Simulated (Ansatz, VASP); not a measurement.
CO2: VASP beside Ansatz

INCAR

```
SYSTEM = CO2
ALGO = Normal ; DIPOL = 0.5 0.5 0.628
EDIFF = 1E-6 ; ENCUT = 520
GGA = PE ; IDIPOL = 3
ISIF = 2 ; ISMEAR = 0
IVDW = 12 ; LASPH = .TRUE.
LCHARG = .FALSE. ; LDIPOL = .TRUE.
LREAL = .FALSE. ; LWAVE = .FALSE.
NBANDS = 15 ; NELM = 60
PREC = Accurate ; SIGMA = 0.1
```

File KPOINTS:

```
k-points
0
G
  3 3 1
  0 0 0
```

File POSCAR:

```
CO2
1.0
    9.2964173513      0.0000000000      0.0000000000
   -4.6482086756      8.0509335904      0.0000000000
    0.0000000000      0.0000000000     25.2190581139
O C
2 1
Direct
    0.1495654677      0.2991309354      0.6228553132
    0.0051178538      0.0102357076      0.6340130703
    0.0772747359      0.1545494719      0.6281772173
```

Input for Ansatz:

```yaml
crystal:
  lattice:
    - [9.2964173513, 0.0, 0.0]
    - [-4.6482086756, 8.0509335904, 0.0]
    - [0.0, 0.0, 25.2190581139]
  atoms:
    - { symbol: O, position: [0.1495654677, 0.2991309354, 0.6228553132] }
    - { symbol: C, position: [0.0772747359, 0.1545494719, 0.6281772173] }
    - { symbol: O, position: [0.0051178538, 0.0102357076, 0.6340130703] }
basis:
  ecutwfc: 420
kpoints:
  mp_grid: { grid: [3, 3, 1] }
hamiltonian:
  xc: pbe
  dispersion: d3bj
scf:
  occupations: { method: gaussian, width: 0.1 }
output:
  forces: true
  eigenvalues: true
  write_density: true
  volumetric_format: npy
efield:
  axis: 3
  dipole_correction: true
  ramp_width: 0.04
```

Alike in both runs: task single point; functional PBE; dispersion D3(BJ); k mesh 3 × 3 × 1; occupations gaussian, width 0.1 eV; no spin polarisation.

|  | VASP | Ansatz |
| --- | --- | --- |
| version | VASP 6.6.1 | Ansatz 0.2.0 |
| potentials or method | VASP PAW PBE potentials, release 64 (O, C), cutoff 520 eV | scalar-relativistic, plane waves, PAW |
| valence electrons in the cell | 16 | 16 |

Ansatz gave:

* gap on the k mesh at the Fermi level (eV): 7.94
* rms of the force components (eV/Å): 0.057

Task: What did VASP give for the same quantities?

Result: gap on the k mesh at the Fermi level (eV): 7.94; rms of the force components (eV/Å): 0.260.

One of these differences is far larger than is usual between the two programs; its cause wasn't traced.

Noted on VASP's run: the standard files for N, O and F lose accuracy on very short bonds.
